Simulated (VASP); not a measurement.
# W (I4/mmm) in VASP: a series of runs

The runs below take W through single point, with r2SCAN.

Program: VASP 6.6.1. These are calculated values, not measurements. Logs are shortened: lines on timing, memory, paths and dates and some standing lists are left out, and cuts for length are marked.

## 1. The cell of the first run

The structure is tetragonal, space group I4/mmm (No. 139). The conventional cell has a = 2.871 Å, b = 2.871 Å, c = 3.958 Å, α = 90.00°, β = 90.00°, γ = 90.00°. Within 3.7 Å of W (site symmetry 4/mmm) lie 12 W at 2.84 to 2.87 Å.

## 2. Single point, r2SCAN (strain -0.0250 x Voigt [0, 1, 0, 0, 0, 0])

File POSCAR:

```
W
1.0
    0.0000000000      1.9792500000      2.0300000000
    2.0300000000      0.0000000000      2.0300000000
    2.0300000000      1.9792500000      0.0000000000
W
1
Direct
    0.0000000000      0.0000000000      0.0000000000
```

File INCAR.step1:

```
SYSTEM = W
ALGO = Normal
EDIFF = 1E-4
ENCUT = 520
GGA = PE
ISMEAR = 0
LASPH = .True.
LCHARG = .False.
LREAL = .False.
LWAVE = .True.
NBANDS = 13
NELM = 80
PREC = Accurate
SIGMA = 0.15
```

File INCAR.step2:

```
SYSTEM = W
ALGO = Normal
EDIFF = 1E-6
ENCUT = 520
ISIF = 2
ISMEAR = 0
ISTART = 1
LASPH = .True.
LCHARG = .False.
LMIXTAU = .True.
LREAL = .False.
LWAVE = .False.
METAGGA = R2SCAN
NBANDS = 13
NELM = 80
PREC = Accurate
SIGMA = 0.15
```

File KPOINTS:

```
k-points
0
Gamma
  20 20 20
  0 0 0
```

Potentials or basis: VASP PAW PBE potentials, release 64 (W_sv).

The run is started by

```bash
cat potpaw_PBE.64/W_sv/POTCAR > POTCAR
cp INCAR.step1 INCAR
mpirun -np 1 vasp_std > vasp.out
cp INCAR.step2 INCAR
mpirun -np 1 vasp_std > vasp.out
```

OUTCAR:

```text
SYSTEM = W
   EDIFF = 1E-6
   ENCUT = 520
   ISIF = 2
   ISMEAR = 0
   ISTART = 1
   LASPH = .True.
   LREAL = .False.
   METAGGA = R2SCAN
   NELM = 80
   PREC = Accurate

 ion  position               nearest neighbor table
   1  0.000  0.000  0.000-

  LATTYP: Found a body centered tetragonal cell.
 ALAT       =     2.8708535316
 C/A-ratio  =     1.3788582233

  Lattice vectors:

 A1 = (   0.0000000000,  -1.9792500000,   2.0300000000)
 A2 = (   0.0000000000,  -1.9792500000,  -2.0300000000)
 A3 = (   2.0300000000,   1.9792500000,   0.0000000000)

Analysis of symmetry for initial positions (statically):
=====================================================================
 Subroutine PRICEL returns:
 Original cell was already a primitive cell.

 Routine SETGRP: Setting up the symmetry group for a
 body centered tetragonal supercell.

 Subroutine GETGRP returns: Found 16 space group operations
 (whereof 16 operations were pure point group operations)
 out of a pool of 16 trial point group operations.

The static configuration has the point symmetry D_4h.

Analysis of symmetry for dynamics (positions and initial velocities):
=====================================================================
 Subroutine PRICEL returns:
 Original cell was already a primitive cell.

 Routine SETGRP: Setting up the symmetry group for a
 body centered tetragonal supercell.

 Subroutine GETGRP returns: Found 16 space group operations
 (whereof 16 operations were pure point group operations)
 out of a pool of 16 trial point group operations.

The dynamic configuration has the point symmetry D_4h.

 Subroutine INISYM returns: Found 16 space group operations
 (whereof 16 operations are pure point group operations),
 and found     1 'primitive' translations

----------------------------------------------------------------------------------------

                                     Primitive cell

  volume of cell :      16.3126

  direct lattice vectors                    reciprocal lattice vectors
     0.000000000  1.979250000  2.030000000    -0.246305419  0.252620942  0.246305419
     2.030000000  0.000000000  2.030000000     0.246305419 -0.252620942  0.246305419
     2.030000000  1.979250000  0.000000000     0.246305419  0.252620942 -0.246305419

  length of vectors
     2.835194978  2.870853532  2.835194978     0.430290668  0.430290668  0.430290668

  position of ions in fractional coordinates (direct lattice)
     0.000000000  0.000000000  0.000000000

  ion indices of the primitive-cell ions
   primitive index   ion index
                 1           1

----------------------------------------------------------------------------------------

 KPOINTS: k-points

Automatic generation of k-mesh.
 Grid dimensions read from file:
 generate k-points for:   20   20   20

 Generating k-lattice:

  Cartesian coordinates                     Fractional coordinates (reciprocal lattice)
    -0.012315271  0.012631047  0.012315271     0.050000000  0.000000000  0.000000000
     0.012315271 -0.012631047  0.012315271    -0.000000000  0.050000000 -0.000000000
     0.012315271  0.012631047 -0.012315271     0.000000000  0.000000000  0.050000000

  Length of vectors
     0.021514533  0.021514533  0.021514533

  Shift w.r.t. Gamma in fractional coordinates (k-lattice)
     0.000000000  0.000000000  0.000000000

 Subroutine IBZKPT returns following result:
 ===========================================

 Found    641 irreducible k-points:

 Following reciprocal coordinates:
            Coordinates               Weight
  0.000000  0.000000  0.000000      1.000000
  0.050000  0.000000  0.000000      8.000000
  0.100000  0.000000 -0.000000      8.000000
  0.150000  0.000000 -0.000000      8.000000
  0.200000  0.000000 -0.000000      8.000000
  0.250000  0.000000  0.000000      8.000000
[... 16 lines left out ...]
 -0.400000  0.050000  0.000000     16.000000
 -0.350000  0.050000  0.000000     16.000000
 [... further k-points ...]
   k-points           NKPTS =    641   k-points in BZ     NKDIM =    641   number of bands    NBANDS=     13
   number of dos      NEDOS =    301   number of ions     NIONS =      1
   total plane-waves  NPLWV =  13824
   dimension x,y,z NGX =    24 NGY =   24 NGZ =   24
   dimension x,y,z NGXF=    48 NGYF=   48 NGZF=   48
   ions per type =               1
   NGX,Y,Z   is equivalent  to a cutoff of  14.07, 13.90, 14.07 a.u.
   NGXF,Y,Z  is equivalent  to a cutoff of  28.15, 27.80, 28.15 a.u.
 SYSTEM =  W
   PREC   = accura    normal or accurate (medium, high low for compatibility)
   ISTART =      1    job   : 0-new  1-cont  2-samecut
   ICHARG =      0    charge: 1-file 2-atom 10-const
   ISPIN  =      1    spin polarized calculation?
   LNONCOLLINEAR =      F non collinear calculations
   LSORBIT =      F    spin-orbit coupling
   LASPH  =      T    aspherical Exc in radial PAW
   ENCUT  =  520.0 eV  38.22 Ry    6.18 a.u.   5.27  5.34  5.27*2*pi/ulx,y,z
   NELM   =     80;   NELMIN=  2; NELMDL=  0     # of ELM steps
   EDIFF  = 0.1E-05   stopping-criterion for ELM
   LREAL  =      F    real-space projection
   EDIFFG = 0.1E-04   stopping-criterion for IOM
   NSW    =      0    number of steps for IOM
   IBRION =     -1    ionic relax: 0-MD 1-quasi-New 2-CG
   NFREE  =      0    steps in history (QN), initial steepest desc. (CG)
   ISIF   =      2    stress and relaxation
   ISYM   =      2    0-nonsym 1-usesym 2-fastsym
   POTIM  = 0.5000    time-step for ionic-motion
   TEBEG  =    0.0;   TEEND  =   0.0 temperature during run
   PSTRESS=    0.0 pullay stress
   NELECT =      14.0000    total number of electrons
   NUPDOWN=      -1.0000    fix difference up-down
   EMIN   =  10.00;   EMAX   =-10.00  energy-range for DOS
   EFERMI =   0.00;   METHOD = LEGACY
   ISMEAR =     0;   SIGMA  =   0.15  broadening in eV -4-tet -1-fermi 0-gaus
   EFERMI_NEDOS =   21; number of points for ismear=-14 and -15
   IALGO  =     38    algorithm
   IMIX   =      4    mixing-type and parameters
     AMIX     =   0.40;   BMIX     =  1.00
     AMIX_MAG =   1.60;   BMIX_MAG =  1.00
  volume/ion in A,a.u.               =      16.31       110.08
  Fermi-wavevector in a.u.,A,eV,Ry     =   1.555762  2.939965 32.931495  2.420397
  Thomas-Fermi vector in A             =   2.659656
   LORBIT       =      0    0 simple, 1 ext, 2 COOP (PROOUT), +10 PAW based schemes
   METAGGA = R2SCAN    functional components
   LHFCALC =     F    Hartree Fock is set to
   AEXX    =    0.0000 exact exchange contribution
   IVDW    =     0    specifies the selected vdW correction
   LEPSILON=     F    determine dielectric tensor
   LRPA    =     F    only Hartree local field effects (RPA)
 non-spin polarized calculation
 Gauss-broadening in eV      SIGMA  =   0.15
  energy-cutoff  :      520.00
  volume of cell :       16.31
 maximum number of plane-waves:       453
 NGX is ok and might be reduce to    24
   NGX = 11   NGY = 11   NGZ = 11

 number of electron      14.0000001 magnetization

 Free energy of the ion-electron system (eV)
  ---------------------------------------------------
  ext. energy  EPLUGINS =         0.00000000
  ---------------------------------------------------
  free energy    TOTEN  =       -50.81200021 eV

  energy without entropy =      -50.79902372  energy(sigma->0) =      -50.80551196

 E-fermi :  10.4490     XC(G=0): -14.7684

 val. band max:       10.4439315164   @ k =  -0.4500   0.1000   0.0000
 cond. band min:      10.4497030705   @ k =   0.2000   0.0000   0.1000
 fundamental gap:      0.0057715541
 Fermi energy:        10.4489783115

 k-point     1 :       0.0000    0.0000    0.0000
  band No.  band energies     occupation
      1     -65.1845      2.00000
      2     -28.1184      2.00000
      3     -28.1184      2.00000
      4     -28.0961      2.00000
      5       0.9094      2.00000
      6       9.7011      2.00000
      7       9.7011      2.00000
      8      10.0951      1.99915
      9      12.9586      0.00000
     10      13.5091      0.00000
     11      23.8043      0.00000
     12      29.1866      0.00000
     13      29.1866      0.00000

 k-point     2 :       0.0500    0.0000    0.0000
  band No.  band energies     occupation
      1     -65.1815      2.00000
      2     -28.1462      2.00000
      3     -28.1231      2.00000
      4     -28.1047      2.00000
      5       1.0256      2.00000
      6       9.6514      2.00000
      7       9.7554      2.00000
      8      10.1052      1.99881
      9      12.9134      0.00000
     10      13.4520      0.00000
     11      24.0410      0.00000
     12      28.8165      0.00000
     13      29.3996      0.00000

 k-point     3 :       0.1000    0.0000   -0.0000
  band No.  band energies     occupation
      1     -65.1728      2.00000
      2     -28.2387      2.00000
      3     -28.1366      2.00000
      4     -28.1170      2.00000
      5       1.3641      2.00000
      6       9.4521      2.00000
      7       9.9001      2.00000
      8      10.2032      1.97952
      9      12.8085      0.00000
     10      13.3092      0.00000
     11      24.6935      0.00000
     12      27.7911      0.00000
     13      30.0210      0.00000
[... 305 lines left out ...]
 k-point    23 :      -0.4000    0.0500    0.0000
  band No.  band energies     occupation
      1     -65.0676      2.00000
      2     -29.2730      2.00000
      3     -28.3176      2.00000
      4     -28.2406      2.00000
      5       4.5498      2.00000
      6       9.4698      2.00000
      7      10.0200      1.99995
      8      10.1273      1.99758
      9      14.9442      0.00000
     10      15.7671      0.00000
     11      21.8615      0.00000
     12      24.4931      0.00000
     13      30.4190      0.00000

 k-point    24 :      -0.3500    0.0500    0.0000
  band No.  band energies     occupation
      1     -65.0797      2.00000
      2     -29.1598      2.00000
      3     -28.3025      2.00000
      4     -28.2228      2.00000
      5       4.4194      2.00000
      6       9.4012      2.00000
      7       9.6573      2.00000
      8      10.1891      1.98572
      9      14.2805      0.00000
     10      15.2223      0.00000
     11      22.5049      0.00000
     12      25.7529      0.00000
     13      31.4477      0.00000

 [... further k-points ...]

------------------------ aborting loop because EDIFF is reached ----------------------------------------

  FORCE on cell =-STRESS in cart. coord.  units (eV):
  Direction    XX          YY          ZZ          XY          YZ          ZX
  --------------------------------------------------------------------------------------
  -------------------------------------------------------------------------------------
  Total        0.3195173     -0.8613550      0.3195173      0.0000000      0.0000000      0.0000000
  in kB       31.3821143    -84.5999410     31.3821143      0.0000000      0.0000000      0.0000000
  external PRESSURE =      -7.2785708 kB  Pullay stress =       0.0000000 kB

 VOLUME and BASIS-vectors are now :
 -----------------------------------------------------------------------------
  energy-cutoff  :      520.00
  volume of cell :       16.31
      direct lattice vectors                 reciprocal lattice vectors
     0.000000000  1.979250000  2.030000000    -0.246305419  0.252620942  0.246305419
     2.030000000  0.000000000  2.030000000     0.246305419 -0.252620942  0.246305419
     2.030000000  1.979250000  0.000000000     0.246305419  0.252620942 -0.246305419

 POSITION                                       TOTAL-FORCE (eV/Angst)
 -----------------------------------------------------------------------------------
      0.00000      0.00000      0.00000        -0.000000      0.000000      0.000000
 -----------------------------------------------------------------------------------
    total drift:                                0.000000      0.000000      0.000000

  FREE ENERGIE OF THE ION-ELECTRON SYSTEM (eV)
  ---------------------------------------------------
  free  energy   TOTEN  =       -50.8120002051 eV

  energy  without entropy=      -50.7990237177  energy(sigma->0) =      -50.80551196
```

It took 5.4 min on 1 thread of Intel Xeon Platinum 8488C (Sapphire Rapids), shared host; peak memory 0.25 GiB.

What came out:

```yaml
Free_energy: -50.8120 eV
Pressure: -0.7 GPa
Band_gap_on_the_k_mesh: zero (bands 7 and 8 overlap by 3.91 eV)
```

Caveat: the cell differs from its parent crystal (strain -0.0250 x Voigt [0, 1, 0, 0, 0, 0]); the stress differs along the axes, from -8 to 3 GPa; the PAW data sets were made with another functional, which shifts forces and pressure a little; spin-orbit coupling is left out, which moves the levels of the heavy elements.

## 3. Single point, r2SCAN (strain +0.0250 x Voigt [0, 1, 0, 0, 0, 0])

File POSCAR:

```
W
1.0
    0.0000000000      2.0807500000      2.0300000000
    2.0300000000      0.0000000000      2.0300000000
    2.0300000000      2.0807500000      0.0000000000
W
1
Direct
    0.0000000000      0.0000000000      0.0000000000
```

File INCAR.step1:

```
ALGO     = Normal         # electronic algorithm
EDIFF    = 1E-4           # SCF threshold, eV
ENCUT    = 520            # plane-wave cutoff, eV
GGA      = PE             # functional
ISMEAR   = 0              # smearing method
LASPH    = True           # aspherical terms in the spheres
LCHARG   = False          # write CHGCAR
LREAL    = False          # projectors in reciprocal space
LWAVE    = True           # write WAVECAR
NBANDS   = 13             # bands
NELM     = 80             # most SCF steps
PREC     = Accurate       # precision mode
SIGMA    = 0.15           # smearing width, eV
```

File INCAR.step2:

```
ALGO     = Normal         # electronic algorithm
EDIFF    = 1E-6           # SCF threshold, eV
ENCUT    = 520            # plane-wave cutoff, eV
ISIF     = 2              # what is computed and relaxed
ISMEAR   = 0              # smearing method
ISTART   = 1            
LASPH    = True           # aspherical terms in the spheres
LCHARG   = True           # write CHGCAR
LELF     = True           # ELF
LMIXTAU  = True         
LREAL    = False          # projectors in reciprocal space
LVHAR    = True         
LWAVE    = False          # write WAVECAR
METAGGA  = R2SCAN         # meta-GGA
NBANDS   = 13             # bands
NELM     = 80             # most SCF steps
PREC     = Accurate       # precision mode
SIGMA    = 0.15           # smearing width, eV
```

File KPOINTS:

```
k-points
0
Gamma
  20 20 20
```

Potentials or basis: VASP PAW PBE potentials, release 64 (W_sv).

The run is started by

```bash
cat potpaw_PBE.64/W_sv/POTCAR > POTCAR
cp INCAR.step1 INCAR
mpirun -np 1 vasp_std > vasp.out
cp INCAR.step2 INCAR
mpirun -np 1 vasp_std > vasp.out
```

OUTCAR:

```text
EDIFF = 1E-6
   ENCUT = 520
   ISIF = 2
   ISMEAR = 0
   ISTART = 1
   LASPH = True
   LREAL = False
   METAGGA = R2SCAN
   NELM = 80
   PREC = Accurate

 ion  position               nearest neighbor table
   1  0.000  0.000  0.000-

  LATTYP: Found a body centered tetragonal cell.
 ALAT       =     2.8708535316
 C/A-ratio  =     1.4495689014

  Lattice vectors:

 A1 = (   0.0000000000,  -2.0807500000,   2.0300000000)
 A2 = (   0.0000000000,  -2.0807500000,  -2.0300000000)
 A3 = (   2.0300000000,   2.0807500000,   0.0000000000)

Analysis of symmetry for initial positions (statically):
=====================================================================
 Subroutine PRICEL returns:
 Original cell was already a primitive cell.

 Routine SETGRP: Setting up the symmetry group for a
 body centered tetragonal supercell.

 Subroutine GETGRP returns: Found 16 space group operations
 (whereof 16 operations were pure point group operations)
 out of a pool of 16 trial point group operations.

The static configuration has the point symmetry D_4h.

[... 169 lines left out ...]
      2     -28.9698      2.00000
      3     -28.9448      2.00000
      4     -28.9448      2.00000
      5       0.5006      2.00000
      6       8.9661      2.00000
      7       9.3418      1.99996
      8       9.3418      1.99996
      9      12.1324      0.00000
     10      12.6587      0.00000
     11      23.0677      0.00000
     12      27.9498      0.00000
     13      28.7940      0.00000
[... 354 lines left out ...]
  band No.  band energies     occupation
      1     -65.8801      2.00000
      2     -29.8337      2.00000
      3     -29.1037      2.00000
      4     -29.0623      2.00000
      5       3.9595      2.00000
      6       8.6926      2.00000
      7       9.1346      2.00000
      8       9.4895      1.99373
      9      13.3843      0.00000
     10      14.2036      0.00000
     11      21.4590      0.00000
     12      24.5434      0.00000
     13      30.1932      0.00000

 [... further k-points ...]

------------------------ aborting loop because EDIFF is reached ----------------------------------------

  FORCE on cell =-STRESS in cart. coord.  units (eV):
  Direction    XX          YY          ZZ          XY          YZ          ZX
  --------------------------------------------------------------------------------------
  -------------------------------------------------------------------------------------
  Total       -1.8408559     -0.8730914     -1.8408559      0.0000000      0.0000000      0.0000000
  in kB     -171.9841372    -81.5695972   -171.9841372      0.0000000      0.0000000      0.0000000
  external PRESSURE =    -141.8459572 kB  Pullay stress =       0.0000000 kB

 VOLUME and BASIS-vectors are now :
 -----------------------------------------------------------------------------
  energy-cutoff  :      520.00
  volume of cell :       17.15
      direct lattice vectors                 reciprocal lattice vectors
     0.000000000  2.080750000  2.030000000    -0.246305419  0.240297969  0.246305419
     2.030000000  0.000000000  2.030000000     0.246305419 -0.240297969  0.246305419
     2.030000000  2.080750000  0.000000000     0.246305419  0.240297969 -0.246305419

 POSITION                                       TOTAL-FORCE (eV/Angst)
 -----------------------------------------------------------------------------------
      0.00000      0.00000      0.00000         0.000000      0.000000     -0.000000
 -----------------------------------------------------------------------------------
    total drift:                               -0.000000      0.000000     -0.000000

  FREE ENERGIE OF THE ION-ELECTRON SYSTEM (eV)
  ---------------------------------------------------
  free  energy   TOTEN  =       -50.7705051068 eV

  energy  without entropy=      -50.7566591103  energy(sigma->0) =      -50.76358211
```

OUTCAR.step1:

```text
EDIFF = 1E-4
   ENCUT = 520
   GGA = PE
   ISMEAR = 0
   LASPH = True
   LREAL = False
[... 600 lines left out ...]

 POSITION                                       TOTAL-FORCE (eV/Angst)
 -----------------------------------------------------------------------------------
      0.00000      0.00000      0.00000        -0.000000      0.000000      0.000000
 -----------------------------------------------------------------------------------
    total drift:                               -0.000000      0.000000     -0.000000

  FREE ENERGIE OF THE ION-ELECTRON SYSTEM (eV)
  ---------------------------------------------------
  free  energy   TOTEN  =       -12.4614048054 eV

  energy  without entropy=      -12.4462897233  energy(sigma->0) =      -12.45384726
```

Run time: 4.4 min. Hardware: 1 thread of Intel Xeon Platinum 8488C (Sapphire Rapids), shared host; peak memory 0.25 GiB.

What came out:

| Item | Value |
| --- | --- |
| Free energy | -50.7705 eV |
| Pressure | -14.2 GPa |
| Band gap on the k mesh | zero (bands 7 and 8 overlap by 3.40 eV) |

Caveat: the cell differs from its parent crystal (strain +0.0250 x Voigt [0, 1, 0, 0, 0, 0]); the stress differs along the axes, from -17 to -8 GPa; the PAW data sets were made with another functional, which shifts forces and pressure a little; spin-orbit coupling is left out, which moves the levels of the heavy elements.
